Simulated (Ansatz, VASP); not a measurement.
One calculation of CdS, two programs

```
Cd S
1.0
     0.00000    2.91650    2.97483
     2.91650    0.00000    2.97483
     2.91650    2.91650    0.00000
Cd S
1 1
Direct
  0.00000 0.00000 0.00000
  0.25000 0.25000 0.25000
```

Change from the starting cell: z stretched by +2 %, ions relaxed.

Alike in both runs: functional PBE; k mesh 13 × 13 × 13; occupations fermi-dirac, width 0.02 eV; no spin polarisation.

Ansatz relaxed the structure, and its values are those at the end. VASP's run is a single point on that final structure, the one shown.

|  | VASP | Ansatz |
| --- | --- | --- |
| version | VASP 6.6.1 | Ansatz 0.2.0 |
| potentials or method | VASP PAW PBE potentials, release 64 (Cd_sv_GW, S) | plane-wave PAW, scalar-relativistic |
| plane-wave cutoff (eV) | 630 | 420 |
| valence electrons in the cell | 26 | 26 |

|  | VASP | Ansatz | Ansatz less VASP |
| --- | --- | --- | --- |
| gap on the k mesh at the Fermi level (eV) | 1.08 | 1.08 | +0.001 |
| pressure (GPa) | 1.5 | 1.6 | +0.13 |

Ansatz's warnings: stress scf threshold loose.
